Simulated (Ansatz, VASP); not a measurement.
**H in VASP and in Ansatz**

Contents of POSCAR:

```
H
1.0
   11.0000000000      0.0000000000      0.0000000000
    0.0000000000     11.5000000000      0.0000000000
    0.0000000000      0.0000000000     12.0000000000
H
2
Direct
    0.4545454545      0.4782608696      0.4666567231
    0.4545454545      0.4782608696      0.5291766103
```

File INCAR.step1:

```
ALGO = Normal
EDIFF = 1E-5
ENCUT = 440
GGA = PE
GGA_COMPAT = F
ISMEAR = 0
LASPH = T
LCHARG = F
LREAL = F
LWAVE = T
NBANDS = 8
NELM = 120
NELMDL = -8
PREC = Accurate
SIGMA = 0.01
```

INCAR.step2

```
ALGO = Normal
BPARAM = 11.95
CPARAM = 0.0093
EDIFF = 1E-6
ENCUT = 440
GGA_COMPAT = F
ISIF = 2
ISMEAR = 0
ISTART = 1
IVDW_NL = 2
LASPH = T
LCHARG = T
LELF = T
LMIXTAU = T
LREAL = F
LUSE_VDW = T
LVHAR = T
LWAVE = F
METAGGA = R2SCAN
NBANDS = 8
NELM = 120
PREC = Accurate
SIGMA = 0.01
```

KPOINTS

```
k-points
0
Gamma
  1 1 1
```

Input for Ansatz:

```yaml
crystal:
  lattice:
    - [11.0, 0.0, 0.0]
    - [0.0, 11.5, 0.0]
    - [0.0, 0.0, 12.0]
  atoms:
    - { symbol: H, position: [0.4545454545, 0.4782608696, 0.4666567231] }
    - { symbol: H, position: [0.4545454545, 0.4782608696, 0.5291766103] }
scf:
  occupations: { method: fixed }
output:
  forces: true
hamiltonian:
  xc: r2scan
  dispersion: rvv10
kpoints:
  mp_grid: { grid: [1, 1, 1] }
```

Alike in both runs: task single point; functional r2SCAN; dispersion rVV10; k mesh 1 × 1 × 1; no spin polarisation.

|  | VASP | Ansatz |
| --- | --- | --- |
| version | VASP 6.6.1 | Ansatz 0.2.0 |
| potentials or method | VASP PAW PBE potentials, release 64 (H) | scalar-relativistic, plane waves, PAW |
| plane-wave cutoff (eV) | 440 | 500 |
| occupations | gaussian, width 0.01 eV | fixed |
| valence electrons in the cell | 2 | 2 |

|  | VASP | Ansatz | Ansatz less VASP |
| --- | --- | --- | --- |
| rms of the force components (eV/Å) | 0.170 | 0.182 | +0.0117 |

VASP's potentials were made for PBE, not for r2SCAN. Atom by atom the forces differ by 0.012 eV/Å (rms over components).
